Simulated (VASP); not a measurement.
# In2HSe2 in VASP: single point with PBE+D3(BJ)

Aim: the single point of In2HSe2 with PBE+D3(BJ).

All numbers are computed with VASP 6.6.1; they aren't measurements. Logs are shortened: lines on timing, memory, paths and dates and some standing lists are left out, and cuts for length are marked.

### 1 The cell of the first run

The cell holds a slab with vacuum, 5 atoms: a = 4.027 Å, b = 4.027 Å, c = 20.885 Å, α = 90.00°, β = 90.00°, γ = 120.00°.

### 2 Single point, PBE+D3(BJ), collinear spin

Contents of INCAR:

```
SYSTEM = In2HSe2
PREC = Accurate ; ENCUT = 520
EDIFF = 1E-7 ; ISMEAR = 0
SIGMA = 0.05 ; LREAL = .FALSE.
LASPH = .TRUE. ; NELM = 150
ALGO = Normal ; ISIF = 2
LWAVE = .FALSE. ; LCHARG = .TRUE.
ISPIN = 2 ; MAGMOM = 0 0 0 0 1
LORBIT = 11 ; LDIPOL = .TRUE.
IDIPOL = 3 ; DIPOL = 0.5 0.5 0.353
GGA = PE ; IVDW = 12
LELF = .TRUE. ; LVHAR = .TRUE.
LVACPOTAV = .TRUE. ; NBANDS = 32
```

Contents of KPOINTS:

```
Automatic mesh
0
G
  9 9 1
  0 0 0
```

Contents of POSCAR:

```
In2HSe2
1.0
    4.0266103726      0.0000000000      0.0000000000
   -2.0133051863      3.4871468738      0.0000000000
    0.0000000000      0.0000000000     20.8853553747
Se In H
2 2 1
Direct
    0.0000000000      0.0000000000      0.1915217591
    0.0000000000      0.0000000000      0.4493749427
    0.6666666667      0.3333333333      0.2535479421
    0.6666666667      0.3333333333      0.3873488619
    0.2222222222      0.4444444444      0.4855579522
```

Potentials or basis: VASP PAW PBE potentials, release 64 (Se, In_d, H).

Started as:

```sh
$ cat potpaw_PBE.64/Se/POTCAR potpaw_PBE.64/In_d/POTCAR potpaw_PBE.64/H/POTCAR > POTCAR
$ mpirun -np 1 vasp_std > vasp.out
```

OUTCAR:

```text
SYSTEM = In2HSe2
   PREC = Accurate
   ENCUT = 520
   EDIFF = 1E-7
   ISMEAR = 0
   LREAL = .FALSE.
   LASPH = .TRUE.
   NELM = 150
   ISIF = 2
   ISPIN = 2
   LORBIT = 11
   GGA = PE
   IVDW = 12
 IVDW          = 12

 ion  position               nearest neighbor table
   1  0.000  0.000  0.192-   3 2.66   3 2.66   3 2.66
   2  0.000  0.000  0.449-   5 1.72   4 2.66   4 2.66   4 2.66
   3  0.667  0.333  0.254-   1 2.66   1 2.66   1 2.66   4 2.79
   4  0.667  0.333  0.387-   2 2.66   2 2.66   2 2.66   3 2.79
   5  0.222  0.444  0.486-   2 1.72

  LATTYP: Found a hexagonal cell.
 ALAT       =     4.0266103726
 C/A-ratio  =     5.1868329543

  Lattice vectors:

 A1 = (   4.0266103726,   0.0000000000,   0.0000000000)
 A2 = (  -2.0133051863,   3.4871468738,   0.0000000000)
 A3 = (   0.0000000000,   0.0000000000,  20.8853553747)

Analysis of symmetry for initial positions (statically):
=====================================================================
 Subroutine PRICEL returns:
 Original cell was already a primitive cell.

 Routine SETGRP: Setting up the symmetry group for a
 hexagonal supercell.

 Subroutine GETGRP returns: Found  2 space group operations
 (whereof  2 operations were pure point group operations)
 out of a pool of 24 trial point group operations.

The static configuration has the point symmetry C_1h.

Analysis of symmetry for dynamics (positions and initial velocities):
=====================================================================
 Subroutine PRICEL returns:
 Original cell was already a primitive cell.

 Routine SETGRP: Setting up the symmetry group for a
 hexagonal supercell.

 Subroutine GETGRP returns: Found  2 space group operations
 (whereof  2 operations were pure point group operations)
 out of a pool of 24 trial point group operations.

The dynamic configuration has the point symmetry C_1h.

Analysis of structural, dynamic, and magnetic symmetry:
=====================================================================
 Subroutine PRICEL returns:
 Original cell was already a primitive cell.

 Routine SETGRP: Setting up the symmetry group for a
 hexagonal supercell.

 Subroutine GETGRP returns: Found  2 space group operations
 (whereof  2 operations were pure point group operations)
 out of a pool of 24 trial point group operations.

The overall configuration has the point symmetry C_1h.

 Subroutine INISYM returns: Found  2 space group operations
 (whereof  2 operations are pure point group operations),
 and found     1 'primitive' translations

----------------------------------------------------------------------------------------

                                     Primitive cell

  volume of cell :     293.2592

  direct lattice vectors                    reciprocal lattice vectors
     4.026610373  0.000000000  0.000000000     0.248347843  0.143383694  0.000000000
    -2.013305186  3.487146874  0.000000000     0.000000000  0.286767388  0.000000000
     0.000000000  0.000000000 20.885355375     0.000000000  0.000000000  0.047880440

  length of vectors
     4.026610373  4.026610373 20.885355375     0.286767388  0.286767388  0.047880440

  position of ions in fractional coordinates (direct lattice)
     0.000000000  0.000000000  0.191521759
     0.000000000  0.000000000  0.449374943
     0.666666667  0.333333333  0.253547942
     0.666666667  0.333333333  0.387348862
     0.222222222  0.444444444  0.485557952

  ion indices of the primitive-cell ions
   primitive index   ion index
                 1           1
                 2           2
                 3           3
                 4           4
                 5           5

----------------------------------------------------------------------------------------

 KPOINTS: Automatic mesh

Automatic generation of k-mesh.
 Grid dimensions read from file:
 generate k-points for:    9    9    1

 Generating k-lattice:

[... 21 lines left out ...]
  0.222222  0.000000  0.000000      4.000000
  0.000000  0.222222  0.000000      2.000000
  0.333333  0.000000  0.000000      4.000000
[... 16 lines left out ...]
 -0.222222 -0.444444  0.000000      4.000000
  0.444444  0.333333  0.000000      4.000000
   k-points           NKPTS =     25   k-points in BZ     NKDIM =     25   number of bands    NBANDS=     32
   number of dos      NEDOS =    301   number of ions     NIONS =      5
   total plane-waves  NPLWV = 144000
   dimension x,y,z NGX =    30 NGY =   30 NGZ =  160
   dimension x,y,z NGXF=    60 NGYF=   60 NGZF=  320
   ions per type =               2   2   1
   NGX,Y,Z   is equivalent  to a cutoff of  12.39, 12.39, 12.74 a.u.
   NGXF,Y,Z  is equivalent  to a cutoff of  24.77, 24.77, 25.47 a.u.
 SYSTEM =  In2HSe2
   PREC   = accura    normal or accurate (medium, high low for compatibility)
   ISTART =      0    job   : 0-new  1-cont  2-samecut
   ICHARG =      2    charge: 1-file 2-atom 10-const
   ISPIN  =      2    spin polarized calculation?
   LNONCOLLINEAR =      F non collinear calculations
   LSORBIT =      F    spin-orbit coupling
   LASPH  =      T    aspherical Exc in radial PAW
   ENCUT  =  520.0 eV  38.22 Ry    6.18 a.u.   7.49  7.49 38.83*2*pi/ulx,y,z
   NELM   =    150;   NELMIN=  2; NELMDL= -5     # of ELM steps
   EDIFF  = 0.1E-06   stopping-criterion for ELM
   LREAL  =      F    real-space projection
   EDIFFG = 0.1E-05   stopping-criterion for IOM
   NSW    =      0    number of steps for IOM
   IBRION =     -1    ionic relax: 0-MD 1-quasi-New 2-CG
   NFREE  =      0    steps in history (QN), initial steepest desc. (CG)
   ISIF   =      2    stress and relaxation
   ISYM   =      2    0-nonsym 1-usesym 2-fastsym
   POTIM  = 0.5000    time-step for ionic-motion
   TEBEG  =    0.0;   TEEND  =   0.0 temperature during run
   PSTRESS=    0.0 pullay stress
   NELECT =      39.0000    total number of electrons
   NUPDOWN=      -1.0000    fix difference up-down
   EMIN   =  10.00;   EMAX   =-10.00  energy-range for DOS
   EFERMI =   0.00;   METHOD = LEGACY
   ISMEAR =     0;   SIGMA  =   0.05  broadening in eV -4-tet -1-fermi 0-gaus
   EFERMI_NEDOS =   21; number of points for ismear=-14 and -15
   IALGO  =     38    algorithm
   IMIX   =      4    mixing-type and parameters
     AMIX     =   0.40;   BMIX     =  1.00
     AMIX_MAG =   1.60;   BMIX_MAG =  1.00
  volume/ion in A,a.u.               =      58.65       395.80
  Fermi-wavevector in a.u.,A,eV,Ry     =   0.835627  1.579106  9.500574  0.698272
  Thomas-Fermi vector in A             =   1.949217
   LORBIT       =     11    0 simple, 1 ext, 2 COOP (PROOUT), +10 PAW based schemes
   GGA     = PE    functional components
   LHFCALC =     F    Hartree Fock is set to
   AEXX    =    0.0000 exact exchange contribution
   IVDW    =    12    specifies the selected vdW correction
   LEPSILON=     F    determine dielectric tensor
   LRPA    =     F    only Hartree local field effects (RPA)
 spin polarized calculation
 Gauss-broadening in eV      SIGMA  =   0.05
  energy-cutoff  :      520.00
  volume of cell :      293.26
 maximum number of plane-waves:      7939
 NGX is ok and might be reduce to    30
   NGX = 15   NGY = 15   NGZ = 77

 dipolmoment           0.000000      0.000000      0.000004 electrons x Angstroem

 number of electron      38.9999994 magnetization       0.5146914

 dipolmoment           0.000000      0.000000     -0.034732 electrons x Angstroem

 Free energy of the ion-electron system (eV)
  ---------------------------------------------------
  ext. energy  EPLUGINS =         0.00000000
  ---------------------------------------------------
  free energy    TOTEN  =       -15.62042957 eV

  energy without entropy =      -15.61669700  energy(sigma->0) =      -15.61856328

 E-fermi :  -0.8179     XC(G=0):  -4.1770

 val. band max:       -0.8381585138   @ k =   0.2222   0.1111   0.0000
 cond. band min:      -0.7879175625   @ k =   0.4444   0.1111   0.0000
 fundamental gap:      0.0502409512
 Fermi energy:        -0.8179391027

 spin component 1

 k-point     1 :       0.0000    0.0000    0.0000
  band No.  band energies     occupation
      1     -16.1307      1.00000
      2     -15.9967      1.00000
      3     -15.9527      1.00000
      4     -15.8923      1.00000
      5     -15.8742      1.00000
      6     -15.7382      1.00000
[... 805 lines left out ...]
     30       6.4620      0.00000
     31       6.7864      0.00000

 [... further k-points ...]

 spin component 2

 k-point     1 :       0.0000    0.0000    0.0000
  band No.  band energies     occupation
      1     -16.1049      1.00000
      2     -15.9603      1.00000
      3     -15.9317      1.00000
      4     -15.8664      1.00000
      5     -15.8537      1.00000
      6     -15.7311      1.00000
[... 805 lines left out ...]
     30       6.5210      0.00000
     31       6.8114      0.00000

 [... further k-points ...]

 [bands above 31 left out]

------------------------ aborting loop because EDIFF is reached ----------------------------------------

 Edisp (eV)   -0.96083

 E8    (eV) :    -0.4512

  FORCE on cell =-STRESS in cart. coord.  units (eV):
  Direction    XX          YY          ZZ          XY          YZ          ZX
  --------------------------------------------------------------------------------------
  -------------------------------------------------------------------------------------
  Total       1.50639     0.99251     2.11935     0.00000     0.84088     0.00000
  in kB       8.22994     5.42241    11.57874     0.00000     4.59400     0.00000
  external pressure =        8.41 kB  Pullay stress =        0.00 kB

 VOLUME and BASIS-vectors are now :
 -----------------------------------------------------------------------------
  energy-cutoff  :      520.00
  volume of cell :      293.26
      direct lattice vectors                 reciprocal lattice vectors
     4.026610373  0.000000000  0.000000000     0.248347843  0.143383694  0.000000000
    -2.013305186  3.487146874  0.000000000     0.000000000  0.286767388  0.000000000
     0.000000000  0.000000000 20.885355375     0.000000000  0.000000000  0.047880440

 POSITION                                       TOTAL-FORCE (eV/Angst)
 -----------------------------------------------------------------------------------
      0.00000      0.00000      4.00000         0.000000     -0.061330     -0.054486
      0.00000      0.00000      9.38536        -0.000000      1.095256      1.095287
      2.01331      1.16238      5.29544         0.000000     -0.081432     -0.170247
      2.01331      1.16238      8.08992         0.000000     -0.437645     -0.890754
      0.00000      1.54984     10.14105        -0.000000     -0.514849      0.020200
 -----------------------------------------------------------------------------------
    total drift:                               -0.000001      0.000052      0.000204

  FREE ENERGIE OF THE ION-ELECTRON SYSTEM (eV)
  ---------------------------------------------------
  free  energy   TOTEN  =       -16.5812590041 eV

  energy  without entropy=      -16.5775264323  energy(sigma->0) =      -16.57939272

 vacuum level on the upper side and lower side of the slab         3.558         4.006

 total charge

# of ion       s       p       d       tot
------------------------------------------
    1        1.472   2.329   0.021   3.823
    2        1.481   2.295   0.058   3.833
    3        0.869   0.647   9.883  11.399
    4        0.941   0.624   9.875  11.440
    5        0.455   0.013   0.000   0.467
--------------------------------------------------
tot          5.218   5.907  19.837  30.963

 magnetization (x)

# of ion       s       p       d       tot
------------------------------------------
    1        0.001   0.027   0.000   0.028
    2        0.017   0.007   0.016   0.040
    3        0.016   0.009   0.001   0.026
    4        0.026   0.060   0.001   0.087
    5        0.080   0.000   0.000   0.081
--------------------------------------------------
tot          0.140   0.104   0.018   0.262
```

It took 19 min on 1 thread of Intel Xeon Platinum 8488C (Sapphire Rapids), shared host; peak memory 0.7 GiB.

What came out:

- Free energy: -16.5813 eV
- Largest force: 1.549 eV/Å
- Net moment: 0.51 μB per cell
- Site moments: Se +0.03, +0.04; In +0.03, +0.09; H +0.08 μB
- Valence electrons inside the program's atomic spheres: Se 3.82, 3.83; In 11.40, 11.44; H 0.47
- Dispersion energy per atom: -0.192 eV

Forces on the atoms (eV/Å):
```
Se   0.000 -0.061 -0.054
Se   0.000  1.095  1.095
In   0.000 -0.081 -0.170
In   0.000 -0.438 -0.891
H    0.000 -0.515  0.020
```

Caveat: a moment this small can come from the mesh or the smearing; spin-orbit coupling is left out, which moves the levels of the heavy elements.
